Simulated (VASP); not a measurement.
# In (P6_3/mmc) in VASP: further runs

In is run at these levels: PBE; tasks: relaxation of shape and atoms at fixed volume.

Program: VASP 6.6.1. These are calculated values, not measurements. Logs are shortened: lines on timing, memory, paths and dates and some standing lists are left out, and cuts for length are marked.

## 1. The cell of the first run

It takes space group P6_3/mmc (No. 194, hexagonal). The conventional cell has a = 2.821 Å, b = 2.821 Å, c = 4.433 Å, α = 90.00°, β = 90.00°, γ = 120.00°. Within 3.6 Å of In (site symmetry -6m2) lie 12 In at 2.75 to 2.82 Å.

## 2. Relaxation of shape and atoms at fixed volume, PBE

INCAR

```
PREC = Accurate ; ENCUT = 600
EDIFF = 1E-7 ; ISMEAR = -1
SIGMA = 0.08 ; LREAL = False
LASPH = True ; NELM = 100
ALGO = Normal ; ISIF = 4
LWAVE = False ; LCHARG = False
GGA = PE ; IBRION = 2
NSW = 50 ; EDIFFG = -0.005
```

KPOINTS

```
Automatic mesh
0
Gamma
  13 13 7
```

POSCAR

```
In
1.0
    2.8214274372      0.0000000000      0.0000000000
   -1.4107137186      2.4434278355      0.0000000000
    0.0000000000      0.0000000000      4.4326613211
In
2
Direct
    0.3333333333      0.6666666667      0.2500000000
    0.6666666667      0.3333333333      0.7500000000
```

Potentials or basis: VASP PAW PBE potentials, release 64 (In_d).

Run with:

```
$ cat potpaw_PBE.64/In_d/POTCAR > POTCAR
$ mpirun -np 1 vasp_std > vasp.out
```

OUTCAR:

```text
PREC = Accurate
   ENCUT = 600
   EDIFF = 1E-7
   ISMEAR = -1
   LREAL = False
   LASPH = True
   NELM = 100
   ISIF = 4
   GGA = PE
   IBRION = 2
   NSW = 50
   EDIFFG = -0.005

 ion  position               nearest neighbor table
   1  0.333  0.667  0.250-   2 2.75   2 2.75   2 2.75   2 2.75   2 2.75   2 2.75   2 3.94   2 3.94
                             2 3.94   2 3.94   2 3.94   2 3.94
   2  0.667  0.333  0.750-   1 2.75   1 2.75   1 2.75   1 2.75   1 2.75   1 2.75   1 3.94   1 3.94
                             1 3.94   1 3.94   1 3.94   1 3.94

  LATTYP: Found a hexagonal cell.
 ALAT       =     2.8214274372
 C/A-ratio  =     1.5710704669

  Lattice vectors:

 A1 = (   2.8214274372,   0.0000000000,   0.0000000000)
 A2 = (  -1.4107137186,   2.4434278355,   0.0000000000)
 A3 = (   0.0000000000,   0.0000000000,   4.4326613211)

Analysis of symmetry for initial positions (statically):
=====================================================================
 Subroutine PRICEL returns:
 Original cell was already a primitive cell.

 Routine SETGRP: Setting up the symmetry group for a
 hexagonal supercell.

 Subroutine GETGRP returns: Found 24 space group operations
 (whereof 12 operations were pure point group operations)
 out of a pool of 24 trial point group operations.

The static configuration has the point symmetry D_3d.
 The point group associated with its full space group is D_6h.

Analysis of symmetry for dynamics (positions and initial velocities):
=====================================================================
 Subroutine PRICEL returns:
 Original cell was already a primitive cell.

 Routine SETGRP: Setting up the symmetry group for a
 hexagonal supercell.

 Subroutine GETGRP returns: Found 24 space group operations
 (whereof 12 operations were pure point group operations)
 out of a pool of 24 trial point group operations.

The dynamic configuration has the point symmetry D_3d.
 The point group associated with its full space group is D_6h.

 Subroutine INISYM returns: Found 24 space group operations
 (whereof 12 operations are pure point group operations),
 and found     1 'primitive' translations

----------------------------------------------------------------------------------------

                                     Primitive cell

  volume of cell :      30.5586

  direct lattice vectors                    reciprocal lattice vectors
     2.821427437  0.000000000  0.000000000     0.354430522  0.204630557  0.000000000
[... 92 lines left out ...]
   ISIF   =      4    stress and relaxation
   ISYM   =      2    0-nonsym 1-usesym 2-fastsym
   POTIM  = 0.5000    time-step for ionic-motion
   TEBEG  =    0.0;   TEEND  =   0.0 temperature during run
   PSTRESS=    0.0 pullay stress
   NELECT =      26.0000    total number of electrons
   NUPDOWN=      -1.0000    fix difference up-down
   EMIN   =  10.00;   EMAX   =-10.00  energy-range for DOS
   EFERMI =   0.00;   METHOD = LEGACY
   ISMEAR =    -1;   SIGMA  =   0.08  broadening in eV -4-tet -1-fermi 0-gaus
   EFERMI_NEDOS =   21; number of points for ismear=-14 and -15
   IALGO  =     38    algorithm
   IMIX   =      4    mixing-type and parameters
     AMIX     =   0.40;   BMIX     =  1.00
     AMIX_MAG =   1.60;   BMIX_MAG =  1.00
  volume/ion in A,a.u.               =      15.28       103.11
  Fermi-wavevector in a.u.,A,eV,Ry     =   1.551273  2.931481 32.741721  2.406449
  Thomas-Fermi vector in A             =   2.655816
   LORBIT       =      0    0 simple, 1 ext, 2 COOP (PROOUT), +10 PAW based schemes
   GGA     = PE    functional components
   LHFCALC =     F    Hartree Fock is set to
   AEXX    =    0.0000 exact exchange contribution
   IVDW    =     0    specifies the selected vdW correction
   LEPSILON=     F    determine dielectric tensor
   LRPA    =     F    only Hartree local field effects (RPA)
 conjugate gradient relaxation of ions
 non-spin polarized calculation
  energy-cutoff  :      600.00
  volume of cell :       30.56
 maximum number of plane-waves:      1037
 NGX is ok and might be reduce to    24
   NGX = 11   NGY = 11   NGZ = 17

--------------------------------------- Ionic step        1  -------------------------------------------

 number of electron      26.0000007 magnetization

 Free energy of the ion-electron system (eV)
  ---------------------------------------------------
  ext. energy  EPLUGINS =         0.00000000
  ---------------------------------------------------
  free energy    TOTEN  =        -1.05794685 eV

  energy without entropy =       -1.04787764  energy(sigma->0) =       -1.05291225

------------------------ aborting loop because EDIFF is reached ----------------------------------------

  FORCE on cell =-STRESS in cart. coord.  units (eV):
  Direction    XX          YY          ZZ          XY          YZ          ZX
  --------------------------------------------------------------------------------------
  -------------------------------------------------------------------------------------
  Total       17.5489777     17.5489777     19.5521513      0.0000000      0.0000000      0.0000000
  in kB      920.0881815    920.0881815   1025.1140342      0.0000000      0.0000000      0.0000000
  external PRESSURE =     955.0967991 kB  Pullay stress =       0.0000000 kB
[... 59 lines left out ...]
--------------------------------------- Ionic step        3  -------------------------------------------

 number of electron      26.0000013 magnetization

 Free energy of the ion-electron system (eV)
  ---------------------------------------------------
  ext. energy  EPLUGINS =         0.00000000
  ---------------------------------------------------
  free energy    TOTEN  =        -1.07674787 eV

  energy without entropy =       -1.06260658  energy(sigma->0) =       -1.06967723

 E-fermi :  16.0888     XC(G=0): -13.0961

 val. band max:       16.0839324350   @ k =   0.2308   0.1538   0.1429
 cond. band min:      16.1391278389   @ k =   0.2308   0.2308   0.1429
 fundamental gap:      0.0551954040
 Fermi energy:        16.0888087847

 k-point     1 :       0.0000    0.0000    0.0000
  band No.  band energies     occupation
      1      -0.9419      2.00000
      2      -0.3012      2.00000
      3      -0.2271      2.00000
      4      -0.2271      2.00000
      5      -0.0899      2.00000
      6      -0.0899      2.00000
[... 457 lines left out ...]
      4      -0.1888      2.00000
      5      -0.0910      2.00000
      6       0.0906      2.00000
[... 9 lines left out ...]
     16      26.7741      0.00000
     17      27.8614      0.00000

 [... further k-points ...]
[... 5 lines left out ...]
  --------------------------------------------------------------------------------------
  -------------------------------------------------------------------------------------
  Total       18.1356010     18.1356010     18.1345508     -0.0000000      0.0000000      0.0000000
  in kB      950.8446820    950.8446819    950.7896213     -0.0000000      0.0000000      0.0000000
  external PRESSURE =     950.8263284 kB  Pullay stress =       0.0000000 kB
[... 17 lines left out ...]
  FREE ENERGIE OF THE ION-ELECTRON SYSTEM (eV)
  ---------------------------------------------------
  free  energy   TOTEN  =        -1.0767478720 eV

  energy  without entropy=       -1.0626065828  energy(sigma->0) =       -1.06967723

 reached required accuracy - stopping structural energy minimisation
```

Run time: 37 s. Hardware: 1 thread of Intel Xeon 6975P-C (Granite Rapids), shared host; peak memory 0.18 GiB.

Results:

| Quantity | Value |
| --- | --- |
| Free energy | -1.0767 eV |
| Energy gained by relaxing | 9.4 meV/atom |
| Ionic steps | 3 |
| Pressure after relaxing | 95.1 GPa |
| Band gap on the k mesh | zero (band 13 reaches 20.59 eV, above the bottom of band 14 at 13.01 eV) |

Step by step:
```csv
step,energy change (eV),largest force (eV/Å),pressure (GPa),volume (Å³)
1,0.0000,0.0000,95.51,30.56
2,-0.0171,0.0000,95.08,30.56
3,-0.0188,0.0000,95.08,30.56
```

Final structure:
```cif
data_structure
_symmetry_space_group_name_H-M 'P 1'
_symmetry_Int_Tables_number 1
_cell_length_a 2.7905
_cell_length_b 2.7905
_cell_length_c 4.5315
_cell_angle_alpha 90.000
_cell_angle_beta 90.000
_cell_angle_gamma 120.000
_cell_volume 30.56
loop_
_atom_site_label
_atom_site_type_symbol
_atom_site_fract_x
_atom_site_fract_y
_atom_site_fract_z
_atom_site_occupancy
In1 In 0.33333 0.66667 0.25000 1
In2 In 0.66667 0.33333 0.75000 1
```

Levels at points of the mesh, in eV from the Fermi level:
| k point | band 9 | band 10 | band 11 | band 12 | band 13 | band 14 | band 15 | band 16 | band 17 |
| --- | --- | --- | --- | --- | --- | --- | --- | --- | --- |
| (0.00, 0.00, 0.00) | -15.26 | -15.26 | -14.81 | -6.75 | -4.63 | 11.09 | 12.21 | 12.21 | 13.07 |

Caveat: spin-orbit coupling is left out, which moves the levels of the heavy elements.

## 3. Relaxation of shape and atoms at fixed volume, PBE

This run uses another cell than the first one, of 18.06 Å³/atom, 1.182 times its volume.

INCAR

```
SYSTEM = In
ALGO = Normal
EDIFF = 1E-6
EDIFFG = -0.005
ENCUT = 600
GGA = PE
IBRION = 2
ISIF = 4
ISMEAR = -1
LASPH = .TRUE.
LCHARG = .FALSE.
LREAL = .FALSE.
LWAVE = .FALSE.
NELM = 100
NSW = 50
PREC = Accurate
SIGMA = 0.08
```

KPOINTS

```
k-points
0
G
  13 13 7
  0 0 0
```

POSCAR

```
In
1.0
    2.9829944207      0.0000000000      0.0000000000
   -1.4914972103      2.5833489477      0.0000000000
    0.0000000000      0.0000000000      4.6864944374
In
2
Direct
    0.3333333333      0.6666666667      0.2500000000
    0.6666666667      0.3333333333      0.7500000000
```

Potentials or basis: VASP PAW PBE potentials, release 64 (In_d).

Run with:

```
$ cat potpaw_PBE.64/In_d/POTCAR > POTCAR
$ mpirun -np 1 vasp_std > vasp.out
```

OUTCAR:

```text
SYSTEM = In
   EDIFF = 1E-6
   EDIFFG = -0.005
   ENCUT = 600
   GGA = PE
   IBRION = 2
   ISIF = 4
   ISMEAR = -1
   LASPH = .TRUE.
   LREAL = .FALSE.
   NELM = 100
   NSW = 50
   PREC = Accurate

 ion  position               nearest neighbor table
   1  0.333  0.667  0.250-   2 2.91   2 2.91   2 2.91   2 2.91   2 2.91   2 2.91
   2  0.667  0.333  0.750-   1 2.91   1 2.91   1 2.91   1 2.91   1 2.91   1 2.91

  LATTYP: Found a hexagonal cell.
 ALAT       =     2.9829944207
 C/A-ratio  =     1.5710704669

  Lattice vectors:

 A1 = (   2.9829944207,   0.0000000000,   0.0000000000)
 A2 = (  -1.4914972103,   2.5833489477,   0.0000000000)
 A3 = (   0.0000000000,   0.0000000000,   4.6864944374)

Analysis of symmetry for initial positions (statically):
=====================================================================
[... 292 lines left out ...]

 E-fermi :  12.8836     XC(G=0): -12.1492

 val. band max:       12.8694336744   @ k =   0.3077   0.0000   0.0000
 cond. band min:      12.9171940673   @ k =   0.0000   0.0000   0.2857
 fundamental gap:      0.0477603929
 Fermi energy:        12.8835799273

 k-point     1 :       0.0000    0.0000    0.0000
  band No.  band energies     occupation
      1      -3.0669      2.00000
      2      -2.6920      2.00000
      3      -2.6512      2.00000
      4      -2.6512      2.00000
      5      -2.5606      2.00000
      6      -2.5606      2.00000
[... 457 lines left out ...]
      4      -2.6055      2.00000
      5      -2.5708      2.00000
      6      -2.4378      2.00000
[... 9 lines left out ...]
     16      23.1573      0.00000
     17      23.5928      0.00000

 [... further k-points ...]

------------------------ aborting loop because EDIFF is reached ----------------------------------------

  FORCE on cell =-STRESS in cart. coord.  units (eV):
  Direction    XX          YY          ZZ          XY          YZ          ZX
  --------------------------------------------------------------------------------------
  -------------------------------------------------------------------------------------
  Total       10.0089347     10.0089347     10.0083280      0.0000000      0.0000000      0.0000000
  in kB      444.0325604    444.0325604    444.0056442      0.0000000      0.0000000      0.0000000
  external PRESSURE =     444.0235883 kB  Pullay stress =       0.0000000 kB
[... 17 lines left out ...]
  FREE ENERGIE OF THE ION-ELECTRON SYSTEM (eV)
  ---------------------------------------------------
  free  energy   TOTEN  =        -3.3829800436 eV

  energy  without entropy=       -3.3677939377  energy(sigma->0) =       -3.37538699

 reached required accuracy - stopping structural energy minimisation
```

OSZICAR:

```text
N       E                     dE             d eps       ncg     rms          rms(c)
DAV:   1     0.203535609536E+03    0.20354E+03   -0.15059E+04  2888   0.268E+03
DAV:   2     0.748075056152E+01   -0.19605E+03   -0.19439E+03  2859   0.423E+02
[... 25 lines left out ...]
   3 F= -.33829765E+01 E0= -.33753403E+01  d E =-.870313E-02
       N       E                     dE             d eps       ncg     rms          rms(c)
DAV:   1    -0.338301063005E+01   -0.34017E-04   -0.10988E-03  3308   0.307E-01    0.289E-02
DAV:   2    -0.338299152755E+01    0.19103E-04   -0.39648E-05  4147   0.117E-01    0.189E-02
DAV:   3    -0.338297963186E+01    0.11896E-04   -0.16758E-05  3721   0.938E-02    0.301E-03
DAV:   4    -0.338298004359E+01   -0.41173E-06   -0.44075E-06  2660   0.223E-02
   4 F= -.33829800E+01 E0= -.33753870E+01  d E =-.870670E-02
```

Run time: 39 s. Hardware: 1 thread of Intel Xeon 6975P-C (Granite Rapids), shared host; peak memory 0.19 GiB.

Results:

```
Free energy               : -3.3830 eV
Energy gained by relaxing : 4.4 meV/atom
Ionic steps               : 4
Pressure after relaxing   : 44.4 GPa
Band gap on the k mesh    : zero (band 13 reaches 16.92 eV, above the bottom of band 14 at 9.94 eV)
```

The path:
```csv
step,energy change (eV),largest force (eV/Å),pressure (GPa),volume (Å³)
1,0.0000,0.0000,44.50,36.11
2,-0.0087,0.0000,44.39,36.11
3,-0.0087,0.0000,44.39,36.11
4,-0.0087,0.0000,44.40,36.11
```

Final structure:
```
In
1.0
     2.95842    0.00000    0.00000
    -1.47921    2.56207    0.00000
     0.00000    0.00000    4.76468
In
2
Cartesian
  0.0000 1.7080 1.1912
  1.4792 0.8540 3.5735
```

Levels at points of the mesh, in eV from the Fermi level:
| k point | band 9 | band 10 | band 11 | band 12 | band 13 | band 14 | band 15 | band 16 | band 17 |
| --- | --- | --- | --- | --- | --- | --- | --- | --- | --- |
| (0.00, 0.00, 0.00) | -14.82 | -14.82 | -12.86 | -5.45 | -4.44 | 10.76 | 10.76 | 11.18 | 12.76 |

Caveat: spin-orbit coupling is left out, which moves the levels of the heavy elements.

(Continued in part 2 of 2.)
